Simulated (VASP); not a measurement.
# TiAl3 (I4/mmm) in VASP: notebook

TiAl3 is run at these levels: LDA; tasks: single point.

Everything below comes from runs of VASP 6.6.1. Logs are shortened: lines on timing, memory, paths and dates and some standing lists are left out, and cuts for length are marked.

## 1. The cell of the first run

It takes space group I4/mmm (No. 139, tetragonal). Conventional cell: a = 3.779 Å, b = 3.779 Å, c = 8.484 Å, α = 90.00°, β = 90.00°, γ = 90.00°. Ti (site symmetry 4/mmm) has 12 Al at 2.67 to 2.84 Å within 3.5 Å. Within 3.5 Å of Al (site symmetry 4/mmm) lie 4 Ti at 2.67 Å and 8 Al at 2.84 Å. Al (site symmetry -4m2) has 8 Al at 2.67 to 2.84 Å and 4 Ti at 2.84 Å within 3.5 Å.

## 2. Single point, LDA

File INCAR:

```
PREC = Accurate
ENCUT = 520
EDIFF = 1E-7
ISMEAR = 0
SIGMA = 0.1
LREAL = F
LASPH = T
NELM = 60
ALGO = Fast
ISIF = 2
LWAVE = F
LCHARG = F
NBANDS = 18
```

File KPOINTS:

```
Automatic mesh
0
Gamma
  14 14 14
```

File POSCAR:

```
TiAl3
1.0
   -1.8894437155      1.8894437155      4.2417943048
    1.8894437155     -1.8894437155      4.2417943048
    1.8894437155      1.8894437155     -4.2417943048
Ti Al
1 3
Direct
    0.0000000000      0.0000000000      0.0000000000
    0.5000000000      0.5000000000      0.0000000000
    0.7500000000      0.2500000000      0.5000000000
    0.2500000000      0.7500000000      0.5000000000
```

Potentials or basis: VASP PAW LDA potentials, release 64 (Ti_sv, Al).

The run is started by

```console
$ cat potpaw_LDA.64/Ti_sv/POTCAR potpaw_LDA.64/Al/POTCAR > POTCAR
$ mpirun -np 1 vasp_std > vasp.out
```

OUTCAR:

```text
PREC = Accurate
   ENCUT = 520
   EDIFF = 1E-7
   ISMEAR = 0
   LREAL = F
   LASPH = T
   NELM = 60
   ISIF = 2

 ion  position               nearest neighbor table
   1  0.000  0.000  0.000-   2 2.67   2 2.67   2 2.67   2 2.67   4 2.84   3 2.84   4 2.84   4 2.84
                             3 2.84   3 2.84   4 2.84   3 2.84
   2  0.500  0.500  0.000-   1 2.67   1 2.67   1 2.67   1 2.67   4 2.84   3 2.84   4 2.84   3 2.84
                             4 2.84   4 2.84   3 2.84   3 2.84
   3  0.750  0.250  0.500-   4 2.67   4 2.67   4 2.67   4 2.67   2 2.84   1 2.84   2 2.84   1 2.84
                             2 2.84   2 2.84   1 2.84   1 2.84
   4  0.250  0.750  0.500-   3 2.67   3 2.67   3 2.67   3 2.67   2 2.84   1 2.84   2 2.84   2 2.84
                             1 2.84   1 2.84   2 2.84   1 2.84

  LATTYP: Found a body centered tetragonal cell.
 ALAT       =     3.7788874310
 C/A-ratio  =     2.2449963817

  Lattice vectors:

 A1 = (  -1.8894437155,   1.8894437155,   4.2417943048)
 A2 = (   1.8894437155,  -1.8894437155,   4.2417943048)
 A3 = (   1.8894437155,   1.8894437155,  -4.2417943048)

Analysis of symmetry for initial positions (statically):
=====================================================================
 Subroutine PRICEL returns:
 Original cell was already a primitive cell.

 Routine SETGRP: Setting up the symmetry group for a
 body centered tetragonal supercell.

 Subroutine GETGRP returns: Found 16 space group operations
 (whereof 16 operations were pure point group operations)
 out of a pool of 16 trial point group operations.

The static configuration has the point symmetry D_4h.

Analysis of symmetry for dynamics (positions and initial velocities):
=====================================================================
 Subroutine PRICEL returns:
 Original cell was already a primitive cell.

 Routine SETGRP: Setting up the symmetry group for a
 body centered tetragonal supercell.

 Subroutine GETGRP returns: Found 16 space group operations
 (whereof 16 operations were pure point group operations)
 out of a pool of 16 trial point group operations.

The dynamic configuration has the point symmetry D_4h.

 Subroutine INISYM returns: Found 16 space group operations
 (whereof 16 operations are pure point group operations),
 and found     1 'primitive' translations

----------------------------------------------------------------------------------------

                                     Primitive cell

  volume of cell :      60.5728

  direct lattice vectors                    reciprocal lattice vectors
    -1.889443715  1.889443715  4.241794305     0.000000000  0.264628153  0.117874646
     1.889443715 -1.889443715  4.241794305     0.264628153  0.000000000  0.117874646
     1.889443715  1.889443715 -4.241794305     0.264628153  0.264628153  0.000000000

  length of vectors
     5.013263810  5.013263810  5.013263810     0.289693789  0.289693789  0.374240722

  position of ions in fractional coordinates (direct lattice)
     0.000000000  0.000000000  0.000000000
     0.500000000  0.500000000  0.000000000
     0.750000000  0.250000000  0.500000000
     0.250000000  0.750000000  0.500000000

  ion indices of the primitive-cell ions
   primitive index   ion index
                 1           1
                 2           2
                 3           3
                 4           4

----------------------------------------------------------------------------------------

 KPOINTS: Automatic mesh

Automatic generation of k-mesh.
 Grid dimensions read from file:
 generate k-points for:   14   14   14

 Generating k-lattice:

  Cartesian coordinates                     Fractional coordinates (reciprocal lattice)
     0.000000000  0.018902011  0.008419618     0.071428571  0.000000000  0.000000000
     0.018902011  0.000000000  0.008419618     0.000000000  0.071428571  0.000000000
     0.018902011  0.018902011  0.000000000     0.000000000  0.000000000  0.071428571

  Length of vectors
     0.020692413  0.020692413  0.026731480

  Shift w.r.t. Gamma in fractional coordinates (k-lattice)
     0.000000000  0.000000000  0.000000000

 Subroutine IBZKPT returns following result:
 ===========================================

 Found    244 irreducible k-points:

 Following reciprocal coordinates:
            Coordinates               Weight
  0.000000  0.000000  0.000000      1.000000
  0.071429  0.000000  0.000000      8.000000
  0.142857 -0.000000  0.000000      8.000000
  0.214286 -0.000000  0.000000      8.000000
  0.285714  0.000000  0.000000      8.000000
  0.357143 -0.000000  0.000000      8.000000
[... 16 lines left out ...]
  0.214286  0.142857  0.000000     16.000000
  0.285714  0.142857  0.000000     16.000000
 [... further k-points ...]
   k-points           NKPTS =    244   k-points in BZ     NKDIM =    244   number of bands    NBANDS=     18
   number of dos      NEDOS =    301   number of ions     NIONS =      4
   total plane-waves  NPLWV =  64000
   dimension x,y,z NGX =    40 NGY =   40 NGZ =   40
   dimension x,y,z NGXF=    80 NGYF=   80 NGZF=   80
   ions per type =               1   3
   NGX,Y,Z   is equivalent  to a cutoff of  13.26, 13.26, 13.26 a.u.
   NGXF,Y,Z  is equivalent  to a cutoff of  26.53, 26.53, 26.53 a.u.
 SYSTEM =  unknown system
   PREC   = accura    normal or accurate (medium, high low for compatibility)
   ISTART =      0    job   : 0-new  1-cont  2-samecut
   ICHARG =      2    charge: 1-file 2-atom 10-const
   ISPIN  =      1    spin polarized calculation?
   LNONCOLLINEAR =      F non collinear calculations
   LSORBIT =      F    spin-orbit coupling
   LASPH  =      T    aspherical Exc in radial PAW
   ENCUT  =  520.0 eV  38.22 Ry    6.18 a.u.   9.32  9.32  9.32*2*pi/ulx,y,z
   NELM   =     60;   NELMIN=  2; NELMDL= -5     # of ELM steps
   EDIFF  = 0.1E-06   stopping-criterion for ELM
   LREAL  =      F    real-space projection
   EDIFFG = 0.1E-05   stopping-criterion for IOM
   NSW    =      0    number of steps for IOM
   IBRION =     -1    ionic relax: 0-MD 1-quasi-New 2-CG
   NFREE  =      0    steps in history (QN), initial steepest desc. (CG)
   ISIF   =      2    stress and relaxation
   ISYM   =      2    0-nonsym 1-usesym 2-fastsym
   POTIM  = 0.5000    time-step for ionic-motion
   TEBEG  =    0.0;   TEEND  =   0.0 temperature during run
   PSTRESS=    0.0 pullay stress
   NELECT =      21.0000    total number of electrons
   NUPDOWN=      -1.0000    fix difference up-down
   EMIN   =  10.00;   EMAX   =-10.00  energy-range for DOS
   EFERMI =   0.00;   METHOD = LEGACY
   ISMEAR =     0;   SIGMA  =   0.10  broadening in eV -4-tet -1-fermi 0-gaus
   EFERMI_NEDOS =   21; number of points for ismear=-14 and -15
   IALGO  =     68    algorithm
   IMIX   =      4    mixing-type and parameters
     AMIX     =   0.40;   BMIX     =  1.00
     AMIX_MAG =   1.60;   BMIX_MAG =  1.00
  volume/ion in A,a.u.               =      15.14       102.19
  Fermi-wavevector in a.u.,A,eV,Ry     =   1.150064  2.173306 17.995715  1.322648
  Thomas-Fermi vector in A             =   2.286730
   LORBIT       =      0    0 simple, 1 ext, 2 COOP (PROOUT), +10 PAW based schemes
   GGA     = CA    functional components
   LHFCALC =     F    Hartree Fock is set to
   AEXX    =    0.0000 exact exchange contribution
   IVDW    =     0    specifies the selected vdW correction
   LEPSILON=     F    determine dielectric tensor
   LRPA    =     F    only Hartree local field effects (RPA)
 non-spin polarized calculation
 RMM-DIIS sequential band-by-band and
 Gauss-broadening in eV      SIGMA  =   0.10
  energy-cutoff  :      520.00
  volume of cell :       60.57
 maximum number of plane-waves:      1644
 NGX is ok and might be reduce to    40
   NGX = 19   NGY = 19   NGZ = 19

 number of electron      21.0000000 magnetization

 Free energy of the ion-electron system (eV)
  ---------------------------------------------------
  ext. energy  EPLUGINS =         0.00000000
  ---------------------------------------------------
  free energy    TOTEN  =       -22.79828758 eV

  energy without entropy =      -22.78955981  energy(sigma->0) =      -22.79392370

 E-fermi :   8.4601     XC(G=0): -11.1165

 val. band max:        8.4567316135   @ k =  -0.3571   0.5000   0.1429
 cond. band min:       8.4619802227   @ k =  -0.3571  -0.3571   0.0714
 fundamental gap:      0.0052486092
 Fermi energy:         8.4601220852

 k-point     1 :       0.0000    0.0000    0.0000
  band No.  band energies     occupation
      1     -47.1892      2.00000
      2     -23.9023      2.00000
      3     -23.9023      2.00000
      4     -23.8241      2.00000
      5      -1.7810      2.00000
      6       5.5471      2.00000
[... 10 lines left out ...]
     17      12.4173      0.00000
     18      12.4244      0.00000

 k-point     2 :       0.0714    0.0000    0.0000
  band No.  band energies     occupation
      1     -47.1891      2.00000
      2     -23.9040      2.00000
      3     -23.9022      2.00000
      4     -23.8240      2.00000
      5      -1.7156      2.00000
      6       5.2449      2.00000
[... 10 lines left out ...]
     17      12.4388      0.00000
     18      12.8107      0.00000

 k-point     3 :       0.1429   -0.0000    0.0000
  band No.  band energies     occupation
      1     -47.1889      2.00000
      2     -23.9088      2.00000
      3     -23.9019      2.00000
      4     -23.8238      2.00000
      5      -1.5204      2.00000
      6       4.8571      2.00000
[... 10 lines left out ...]
     17      12.5311      0.00000
     18      13.6609      0.00000

 k-point     4 :       0.2143   -0.0000    0.0000
  band No.  band energies     occupation
      1     -47.1885      2.00000
      2     -23.9157      2.00000
      3     -23.9015      2.00000
      4     -23.8235      2.00000
      5      -1.1985      2.00000
      6       4.4088      2.00000
[... 375 lines left out ...]
      4     -23.8237      2.00000
      5      -1.1801      2.00000
      6       4.1881      2.00000
[... 10 lines left out ...]
     17      13.5859      0.00000
     18      13.6933      0.00000

 k-point    23 :       0.2143    0.1429    0.0000
  band No.  band energies     occupation
      1     -47.1882      2.00000
      2     -23.9151      2.00000
      3     -23.9077      2.00000
      4     -23.8234      2.00000
      5      -0.8235      2.00000
      6       3.9090      2.00000
[... 10 lines left out ...]
     17      13.2932      0.00000
     18      14.2797      0.00000

 k-point    24 :       0.2857    0.1429    0.0000
  band No.  band energies     occupation
      1     -47.1878      2.00000
      2     -23.9226      2.00000
      3     -23.9071      2.00000
      4     -23.8230      2.00000
      5      -0.3506      2.00000
      6       3.5116      2.00000
[... 10 lines left out ...]
     17      13.4238      0.00000
     18      14.4893      0.00000

 [... further k-points ...]

------------------------ aborting loop because EDIFF is reached ----------------------------------------

  FORCE on cell =-STRESS in cart. coord.  units (eV):
  Direction    XX          YY          ZZ          XY          YZ          ZX
  --------------------------------------------------------------------------------------
  -------------------------------------------------------------------------------------
  Total        0.0631354      0.0631354      0.0632242      0.0000000      0.0000000      0.0000000
  in kB        1.6699608      1.6699608      1.6723089      0.0000000      0.0000000      0.0000000
  external PRESSURE =       1.6707435 kB  Pullay stress =       0.0000000 kB

 VOLUME and BASIS-vectors are now :
 -----------------------------------------------------------------------------
  energy-cutoff  :      520.00
  volume of cell :       60.57
      direct lattice vectors                 reciprocal lattice vectors
    -1.889443715  1.889443715  4.241794305     0.000000000  0.264628153  0.117874646
     1.889443715 -1.889443715  4.241794305     0.264628153  0.000000000  0.117874646
     1.889443715  1.889443715 -4.241794305     0.264628153  0.264628153  0.000000000

 POSITION                                       TOTAL-FORCE (eV/Angst)
 -----------------------------------------------------------------------------------
      0.00000      0.00000      0.00000        -0.000000     -0.000000     -0.000000
      0.00000      0.00000      4.24179        -0.000000     -0.000000     -0.000000
     -0.00000      1.88944      2.12090        -0.000000      0.000000      0.000000
      1.88944     -0.00000      2.12090         0.000000     -0.000000      0.000000
 -----------------------------------------------------------------------------------
    total drift:                               -0.000000     -0.000000      0.000000

  FREE ENERGIE OF THE ION-ELECTRON SYSTEM (eV)
  ---------------------------------------------------
  free  energy   TOTEN  =       -22.7982875792 eV

  energy  without entropy=      -22.7895598115  energy(sigma->0) =      -22.79392370
```

Run time: 27 min. Hardware: 1 thread of Intel Xeon Platinum 8488C (Sapphire Rapids), shared host; peak memory 0.39 GiB.

What came out:

```
Free energy            : -22.7983 eV
Pressure               : 0.2 GPa
Band gap on the k mesh : zero (an odd number of electrons rules out a gap without spin polarisation)
```

## 3. Single point, LDA

File INCAR:

```
SYSTEM = TiAl3
PREC = Accurate ; ENCUT = 520
EDIFF = 1E-6 ; ISMEAR = -1
SIGMA = 0.15 ; LREAL = .FALSE.
LASPH = .TRUE. ; NELM = 80
ALGO = Fast ; ISIF = 2
LWAVE = .FALSE. ; LCHARG = .TRUE.
LELF = .TRUE. ; LVHAR = .TRUE.
NBANDS = 18
```

File KPOINTS:

```
regular mesh
0
G
  16 16 16
  0 0 0
```

File POSCAR:

```
TiAl3
1.0
   -1.8924589616      1.8924589616      4.2323916707
    1.8924589616     -1.8924589616      4.2323916707
    1.8924589616      1.8924589616     -4.2323916707
Ti Al
1 3
Direct
    0.0000000000      0.0000000000      0.0000000000
    0.5000000000      0.5000000000      0.0000000000
    0.7500000000      0.2500000000      0.5000000000
    0.2500000000      0.7500000000      0.5000000000
```

Potentials or basis: VASP PAW LDA potentials, release 64 (Ti_sv, Al).

The run is started by

```console
$ cat potpaw_LDA.64/Ti_sv/POTCAR potpaw_LDA.64/Al/POTCAR > POTCAR
$ mpirun -np 1 vasp_std > vasp.out
```

Wall time 26 min (1 thread of Intel Xeon Platinum 8488C (Sapphire Rapids), shared host); peak memory 0.48 GiB.

Results (log left out):

```
Free energy            : -22.8584 eV
Pressure               : 0.2 GPa
Band gap on the k mesh : zero (an odd number of electrons rules out a gap without spin polarisation)
```

Levels at points of the mesh, in eV from the Fermi level:
| k point | band 7 | band 8 | band 9 | band 10 | band 11 | band 12 | band 13 | band 14 | band 15 | band 16 |
| --- | --- | --- | --- | --- | --- | --- | --- | --- | --- | --- |
| (0.00, 0.00, 0.00) | -2.65 | -1.51 | -1.29 | -1.29 | 0.83 | 1.80 | 1.80 | 2.28 | 2.55 | 3.94 |
| (0.50, 0.00, 0.00) | -3.69 | -2.95 | -1.12 | -0.31 | 0.48 | 1.82 | 2.12 | 2.79 | 3.22 | 4.63 |
| (0.50, 0.50, 0.00) | -4.47 | -3.83 | -2.71 | -2.24 | -1.05 | 1.80 | 1.96 | 2.77 | 2.93 | 3.32 |
| (0.50, 0.50, 0.50) | -2.10 | -0.93 | -0.93 | -0.27 | 0.68 | 0.68 | 0.96 | 3.13 | 4.92 | 6.23 |
